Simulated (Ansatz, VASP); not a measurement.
# Cs in VASP and in Ansatz

Contents of INCAR:

```
SYSTEM = Cs
ALGO = Normal
EDIFF = 1E-6
ENCUT = 520
GGA = CA
ISIF = 2
ISMEAR = -1
LASPH = .True.
LCHARG = .False.
LREAL = .False.
LWAVE = .False.
NBANDS = 10
NELM = 100
PREC = Accurate
SIGMA = 0.05
```

File KPOINTS:

```
k-points
0
Gamma
  6 6 6
  0 0 0
```

File POSCAR:

```
Cs
1.0
    0.0000000000      3.9483357400      3.9483357400
    3.9483357400      0.0000000000      3.9483357400
    3.9483357400      3.9483357400      0.0000000000
Cs
1
Direct
    0.0000000000      0.0000000000      0.0000000000
```

Contents of input.yaml:

```yaml
crystal:
  lattice:
    - [0.0, 3.94833574, 3.94833574]
    - [3.94833574, 0.0, 3.94833574]
    - [3.94833574, 3.94833574, 0.0]
  atoms:
    - { symbol: Cs, position: [0.0, 0.0, 0.0] }
hamiltonian:
  xc: lda
  pseudopotentials: { kind: paw }
kpoints:
  mp_grid: { grid: [6, 6, 6] }
scf:
  occupations: { method: fermi_dirac, width: 0.05 }
output:
  forces: true
  stress: true
  eigenvalues: true
  write_density: true
  write_potential: true
  elf: true
  volumetric_format: npy
```

Alike in both runs: task single point; functional LDA; k mesh 6 × 6 × 6; occupations fermi-dirac, width 0.05 eV; no spin polarisation.

```csv
,VASP,Ansatz
version,VASP 6.6.1,Ansatz 0.2.0
potentials or method,"VASP PAW LDA potentials, release 64 (Cs_sv)",Ansatz PAW
plane-wave cutoff (eV),520,420
valence electrons in the cell,9,9
```

|  | VASP | Ansatz | Ansatz less VASP |
| --- | --- | --- | --- |
| gap on the k mesh at the Fermi level (eV) | none | none | - |
| pressure (GPa) | -0.4 | -0.4 | +0.01 |

LDA's correlation is that of Perdew and Zunger in VASP and of Perdew and Wang (1992) in Ansatz. A gap of «none» marks a metal or a gap that the smearing closes.

Spin-orbit coupling is off throughout.
